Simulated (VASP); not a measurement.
Sb:

```xyz
2
Lattice="2.1102 1.2183 3.6813 -2.1102 1.2183 3.6813 0.0000 -2.4367 3.6813" Properties=species:S:1:pos:R:3 pbc="T T T"
Sb    0.0000    0.0000    8.4652
Sb    0.0000    0.0000    2.5786
```

Base run:

| Item | Value |
| --- | --- |
| Program | VASP 6.6.1 |
| Functional | LDA |
| Potentials or basis | VASP PAW LDA potentials, release 64 (Sb) |
| Cutoff | 520 eV |
| k mesh | 8 × 8 × 8 |
| Occupations | fermi-dirac, width 0.05 eV |
| Spin | no spin polarisation |

Its results: band gap on the k mesh zero (band 5 reaches 8.03 eV, above the bottom of band 6 at 7.74 eV); pressure 3.1 GPa; largest force 0.432 eV/Å.

The run is repeated on the same cell with these changes: functional from LDA to PBE exchange alone; potentials or basis from VASP PAW LDA potentials, release 64 (Sb) to VASP PAW PBE potentials, release 64 (Sb). What comes out?

Band gap on the k mesh zero (band 5 reaches 9.79 eV, above the bottom of band 6 at 9.54 eV); pressure 18.2 GPa; largest force 0.728 eV/Å.

Caveats: spin-orbit coupling is left out, which moves the levels of the heavy elements.
